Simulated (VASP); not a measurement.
# GaSb (zincblende type) (F-43m) in VASP: further runs, part 3 of 4

VASP 6.6.1.

### 5 Electric field gradients, LDA (functional lda, volume scaled by 1.04)

The input, INCAR:

```
SYSTEM = GaSb
PREC = Accurate
ENCUT = 520
EDIFF = 1E-8
ISMEAR = -1
SIGMA = 0.08
LREAL = .False.
LASPH = .True.
NELM = 80
ALGO = Normal
ISIF = 2
LWAVE = .False.
LCHARG = .False.
LEFG = .True.
NBANDS = 16
```

The input, KPOINTS:

```
regular mesh
0
Gamma
  9 9 9
  0 0 0
```

The input, POSCAR:

```
GaSb
1.0
    0.0000000000      3.1489585455      3.1489585455
    3.1489585455      0.0000000000      3.1489585455
    3.1489585455      3.1489585455      0.0000000000
Ga Sb
1 1
Direct
    0.0000000000      0.0000000000      0.0000000000
    0.2500000000      0.2500000000      0.2500000000
```

Potentials or basis: VASP PAW LDA potentials, release 64 (Ga_d, Sb).

The run is started by

```
> cat potpaw_LDA.64/Ga_d/POTCAR potpaw_LDA.64/Sb/POTCAR > POTCAR
> mpirun -np 1 vasp_std > vasp.out
```

OUTCAR:

```text
SYSTEM = GaSb
   PREC = Accurate
   ENCUT = 520
   EDIFF = 1E-8
   ISMEAR = -1
   LREAL = .False.
   LASPH = .True.
   NELM = 80
   ISIF = 2

 ion  position               nearest neighbor table
   1  0.000  0.000  0.000-   2 2.73   2 2.73   2 2.73   2 2.73
   2  0.250  0.250  0.250-   1 2.73   1 2.73   1 2.73   1 2.73

  LATTYP: Found a face centered cubic cell.
 ALAT       =     6.2979170910

  Lattice vectors:

 A1 = (   0.0000000000,   3.1489585455,   3.1489585455)
 A2 = (   3.1489585455,   0.0000000000,   3.1489585455)
 A3 = (   3.1489585455,   3.1489585455,   0.0000000000)

Analysis of symmetry for initial positions (statically):
=====================================================================
 Subroutine PRICEL returns:
 Original cell was already a primitive cell.

 Routine SETGRP: Setting up the symmetry group for a
 face centered cubic supercell.

 Subroutine GETGRP returns: Found 24 space group operations
 (whereof 24 operations were pure point group operations)
 out of a pool of 48 trial point group operations.

The static configuration has the point symmetry T_d .

Analysis of symmetry for dynamics (positions and initial velocities):
=====================================================================
 Subroutine PRICEL returns:
 Original cell was already a primitive cell.

 Routine SETGRP: Setting up the symmetry group for a
 face centered cubic supercell.

 Subroutine GETGRP returns: Found 24 space group operations
 (whereof 24 operations were pure point group operations)
 out of a pool of 48 trial point group operations.

The dynamic configuration has the point symmetry T_d .

 Subroutine INISYM returns: Found 24 space group operations
 (whereof 24 operations are pure point group operations),
 and found     1 'primitive' translations

----------------------------------------------------------------------------------------

                                     Primitive cell

  volume of cell :      62.4498

  direct lattice vectors                    reciprocal lattice vectors
     0.000000000  3.148958546  3.148958546    -0.158782656  0.158782656  0.158782656
     3.148958546  0.000000000  3.148958546     0.158782656 -0.158782656  0.158782656
     3.148958546  3.148958546  0.000000000     0.158782656  0.158782656 -0.158782656

  length of vectors
     4.453299882  4.453299882  4.453299882     0.275019627  0.275019627  0.275019627

  position of ions in fractional coordinates (direct lattice)
     0.000000000  0.000000000  0.000000000
     0.250000000  0.250000000  0.250000000

  ion indices of the primitive-cell ions
   primitive index   ion index
                 1           1
                 2           2

----------------------------------------------------------------------------------------

 KPOINTS: regular mesh

Automatic generation of k-mesh.
 Grid dimensions read from file:
 generate k-points for:    9    9    9

[... 70 lines left out ...]
   ISYM   =      2    0-nonsym 1-usesym 2-fastsym
   POTIM  = 0.5000    time-step for ionic-motion
   TEBEG  =    0.0;   TEEND  =   0.0 temperature during run
   PSTRESS=    0.0 pullay stress
   NELECT =      18.0000    total number of electrons
   NUPDOWN=      -1.0000    fix difference up-down
   EMIN   =  10.00;   EMAX   =-10.00  energy-range for DOS
   EFERMI =   0.00;   METHOD = LEGACY
   ISMEAR =    -1;   SIGMA  =   0.08  broadening in eV -4-tet -1-fermi 0-gaus
   EFERMI_NEDOS =   21; number of points for ismear=-14 and -15
   IALGO  =     38    algorithm
   IMIX   =      4    mixing-type and parameters
     AMIX     =   0.40;   BMIX     =  1.00
     AMIX_MAG =   1.60;   BMIX_MAG =  1.00
  volume/ion in A,a.u.               =      31.22       210.72
  Fermi-wavevector in a.u.,A,eV,Ry     =   1.081406  2.043561 15.911179  1.169439
  Thomas-Fermi vector in A             =   2.217422
   LORBIT       =      0    0 simple, 1 ext, 2 COOP (PROOUT), +10 PAW based schemes
   GGA     = CA    functional components
   LHFCALC =     F    Hartree Fock is set to
   AEXX    =    0.0000 exact exchange contribution
   IVDW    =     0    specifies the selected vdW correction
   LEPSILON=     F    determine dielectric tensor
   LRPA    =     F    only Hartree local field effects (RPA)
 non-spin polarized calculation
  energy-cutoff  :      520.00
  volume of cell :       62.45
 maximum number of plane-waves:      1705
 NGX is ok and might be reduce to    36
   NGX = 17   NGY = 17   NGZ = 17

 number of electron      18.0000003 magnetization

 Free energy of the ion-electron system (eV)
  ---------------------------------------------------
  ext. energy  EPLUGINS =         0.00000000
  ---------------------------------------------------
  free energy    TOTEN  =        -8.55261463 eV

  energy without entropy =       -8.54960305  energy(sigma->0) =       -8.55110884

 E-fermi :   3.8590     XC(G=0):  -9.0318

 val. band max:        3.8233256135   @ k =   0.0000   0.0000   0.0000
 cond. band min:       3.9726781773   @ k =   0.4444   0.0000   0.0000
 fundamental gap:      0.1493525638
 Fermi energy:         3.8590485285

 k-point     1 :       0.0000    0.0000    0.0000
  band No.  band energies     occupation
      1     -11.1714      2.00000
      2     -11.1714      2.00000
      3     -11.1714      2.00000
      4     -11.1338      2.00000
      5     -11.1338      2.00000
      6      -7.1261      2.00000
[... 433 lines left out ...]
      3     -11.1544      2.00000
      4     -11.1415      2.00000
      5     -11.1308      2.00000
      6      -5.1591      2.00000
[... 8 lines left out ...]
     15      14.1981      0.00000
     16      14.5614      0.00000

 [... further k-points ...]

------------------------ aborting loop because EDIFF is reached ----------------------------------------

  FORCE on cell =-STRESS in cart. coord.  units (eV):
  Direction    XX          YY          ZZ          XY          YZ          ZX
  --------------------------------------------------------------------------------------
  -------------------------------------------------------------------------------------
  Total       -1.9130933     -1.9130933     -1.9130933      0.0000000      0.0000000     -0.0000000
  in kB      -49.0812829    -49.0812829    -49.0812829      0.0000000      0.0000000     -0.0000000
  external PRESSURE =     -49.0812829 kB  Pullay stress =       0.0000000 kB

 VOLUME and BASIS-vectors are now :
 -----------------------------------------------------------------------------
  energy-cutoff  :      520.00
  volume of cell :       62.45
      direct lattice vectors                 reciprocal lattice vectors
     0.000000000  3.148958546  3.148958546    -0.158782656  0.158782656  0.158782656
     3.148958546  0.000000000  3.148958546     0.158782656 -0.158782656  0.158782656
     3.148958546  3.148958546  0.000000000     0.158782656  0.158782656 -0.158782656

 POSITION                                       TOTAL-FORCE (eV/Angst)
 -----------------------------------------------------------------------------------
      0.00000      0.00000      0.00000         0.000000     -0.000000     -0.000000
      1.57448      1.57448      1.57448        -0.000000      0.000000      0.000000
 -----------------------------------------------------------------------------------
    total drift:                                0.000000      0.000000     -0.000000

  FREE ENERGIE OF THE ION-ELECTRON SYSTEM (eV)
  ---------------------------------------------------
  free  energy   TOTEN  =        -8.5526146318 eV

  energy  without entropy=       -8.5496030510  energy(sigma->0) =       -8.55110884

 Electric field gradients (V/A^2)
---------------------------------------------------------------------
 ion       V_xx      V_yy      V_zz      V_xy      V_xz      V_yz
---------------------------------------------------------------------
   1      -0.000    -0.000    -0.000     0.003     0.003     0.003
   2      -0.000     0.000    -0.000    -0.000    -0.000    -0.000
---------------------------------------------------------------------

 Electric field gradients after diagonalization (V/A^2)
 (convention: |V_zz| > |V_xx| > |V_yy|)
----------------------------------------------------------------------
 ion       V_xx      V_yy      V_zz     asymmetry (V_yy - V_xx)/ V_zz
----------------------------------------------------------------------
   1      -0.003    -0.003     0.006       0.000
   2       0.000     0.000    -0.000       0.000
----------------------------------------------------------------------

           NMR quadrupolar parameters

 Cq : quadrupolar parameter    Cq=e*Q*V_zz/h
 eta: asymmetry parameters     (V_yy - V_xx)/ V_zz
 Q  : nuclear electric quadrupole moment in mb (millibarn)
----------------------------------------------------------------------
 ion       Cq(MHz)       eta       Q (mb)
----------------------------------------------------------------------
   1       0.000       0.000       1.000
   2      -0.000       0.000       1.000
----------------------------------------------------------------------
```

OSZICAR:

```text
N       E                     dE             d eps       ncg     rms          rms(c)
DAV:   1     0.801617604549E+02    0.80162E+02   -0.84492E+03  1128   0.133E+03
DAV:   2    -0.219253674589E+01   -0.82354E+02   -0.79341E+02  1320   0.291E+02
DAV:   3    -0.853234029551E+01   -0.63398E+01   -0.63238E+01  1336   0.651E+01
DAV:   4    -0.864966687993E+01   -0.11733E+00   -0.11731E+00  1440   0.987E+00
DAV:   5    -0.865242446671E+01   -0.27576E-02   -0.27575E-02  1464   0.135E+00    0.293E+00
DAV:   6    -0.858097380659E+01    0.71451E-01   -0.66897E-02  1640   0.382E+00    0.167E+00
DAV:   7    -0.855308063480E+01    0.27893E-01   -0.35860E-02  1392   0.143E+00    0.289E-01
DAV:   8    -0.855252337842E+01    0.55726E-03   -0.39142E-03  1360   0.700E-01    0.723E-02
DAV:   9    -0.855261814196E+01   -0.94764E-04   -0.31537E-04  1528   0.161E-01    0.342E-02
DAV:  10    -0.855261213598E+01    0.60060E-05   -0.13388E-05  1440   0.341E-02    0.113E-02
DAV:  11    -0.855261462436E+01   -0.24884E-05   -0.40991E-06  1312   0.172E-02    0.461E-03
DAV:  12    -0.855261462113E+01    0.32251E-08   -0.20733E-07  1416   0.312E-03    0.419E-04
DAV:  13    -0.855261463130E+01   -0.10165E-07   -0.18617E-08  1352   0.147E-03    0.513E-04
DAV:  14    -0.855261463177E+01   -0.47567E-09   -0.90553E-10   776   0.280E-04
   1 F= -.85526146E+01 E0= -.85511088E+01  d E =-.301158E-02
```

Wall time 80 s (1 thread of AMD EPYC 7R13, shared host); peak memory 0.16 GiB.

What came out:

```
Free energy            : -8.5526 eV
Pressure               : -4.9 GPa
Band gap on the k mesh : zero (filled and empty bands touch)
```

Levels at points of the mesh, in eV from the Fermi level:
| k point | band 7 | band 8 | band 9 | band 10 | band 11 | band 12 |
| --- | --- | --- | --- | --- | --- | --- |
| (0.00, 0.00, 0.00) | -0.75 | -0.04 | -0.04 | -0.04 | 2.73 | 2.73 |

Caveat: without QUAD_EFG the Cq values of the log hold for a quadrupole moment of 1 mb, not for the nuclei; spin-orbit coupling is left out, which moves the levels of the heavy elements.

(Part 3 of 4 ends here.)
